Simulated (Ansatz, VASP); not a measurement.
**Ti in VASP and in Ansatz**

File INCAR:

```
  ALGO = Normal
  EDIFF = 1E-7
  ENCUT = 520
  GGA = PE
  ISIF = 2
  ISMEAR = -1
  LASPH = T
  LCHARG = F
  LREAL = F
  LWAVE = F
  NBANDS = 12
  NELM = 80
  PREC = Accurate
  SIGMA = 0.05
```

Contents of KPOINTS:

```
k-points
0
Gamma
  14 14 14
```

File POSCAR:

```
Ti
1.0
   -1.6299862453      1.6299862453      1.6299862453
    1.6299862453     -1.6299862453      1.6299862453
    1.6299862453      1.6299862453     -1.6299862453
Ti
1
Direct
    0.0000000000      0.0000000000      0.0000000000
```

Input for Ansatz:

```yaml
crystal:
  lattice:
    - [-1.6299862453, 1.6299862453, 1.6299862453]
    - [1.6299862453, -1.6299862453, 1.6299862453]
    - [1.6299862453, 1.6299862453, -1.6299862453]
  atoms:
    - { symbol: Ti, position: [0.0, 0.0, 0.0] }
kpoints:
  mp_grid: { grid: [14, 14, 14] }
  band_path:
    path:
      - [0.0, 0.0, 0.0]
      - [0.5, -0.5, 0.5]
      - [0.0, 0.0, 0.5]
      - [0.0, 0.0, 0.0]
      - [0.25, 0.25, 0.25]
      - [0.5, -0.5, 0.5]
      - [0.25, 0.25, 0.25]
      - [0.0, 0.0, 0.5]
    npoints: 5
scf:
  occupations: { method: fermi_dirac, width: 0.05 }
hamiltonian:
  xc: pbe
  pseudopotentials: { kind: all_electron, lapw: { basis_error: 0.00025 } }
output:
  forces: true
  stress: true
  eigenvalues: true
```

Change from the starting cell: volume scaled by 0.98.

Alike in both runs: task single point; functional PBE; k mesh 14 × 14 × 14; occupations fermi-dirac, width 0.05 eV; no spin polarisation.

```csv
,VASP,Ansatz
version,VASP 6.6.1,Ansatz 0.2.0
potentials or method,"VASP PAW PBE potentials, release 64 (Ti_sv), cutoff 520 eV","all-electron LAPW, scalar-relativistic"
```

|  | VASP | Ansatz | Ansatz less VASP |
| --- | --- | --- | --- |
| pressure (GPa) | -0.6 | -0.4 | +0.24 |

Ansatz ran all-electron here, and VASP with PAW potentials.
